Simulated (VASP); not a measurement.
Sc: single point with r2SCAN

Crystal: Sc.

```
CELL_PARAMETERS angstrom
2.96032 0.00000 0.00000
-1.48016 2.56371 0.00000
0.00000 0.00000 4.40472
ATOMIC_POSITIONS crystal
Sc 0.33333 0.66667 0.25000
Sc 0.66667 0.33333 0.75000
```

```
Program             : VASP 6.6.1
Task                : single point
Functional          : r2SCAN
Potentials or basis : VASP PAW PBE potentials, release 64 (Sc_sv)
Cutoff              : 520 eV
k mesh              : 10 × 10 × 6
Occupations         : methfessel-paxton, width 0.15 eV
Spin                : no spin polarisation
```

```yaml
Pressure: 40.7 GPa
Band_gap_on_the_k_mesh: zero (band 11 reaches 8.45 eV, above the bottom of band 12 at 5.62 eV)
```

Levels at points of the mesh, in eV from the Fermi level:
```
           k point  band 9  band 10  band 11  band 12  band 13  band 14
(0.00, 0.00, 0.00)   -5.88    -2.47     2.06     2.06     2.60     3.01
(0.50, 0.00, 0.00)   -2.03    -1.79    -1.30     0.06     1.54     2.44
(0.00, 0.00, 0.50)   -3.64    -3.64     1.56     1.56     1.86     1.86
(0.50, 0.00, 0.50)   -2.21    -2.21     0.16     0.16     2.57     2.57
```

Wall time 82 s on 1 thread of Intel(R) Xeon(R) Platinum 8259CL CPU @ 2.50GHz (Skylake/Cascade Lake), with other jobs on the host, peak memory 0.17 GiB.

Caveat: the PAW data sets were made with another functional, which shifts forces and pressure a little.
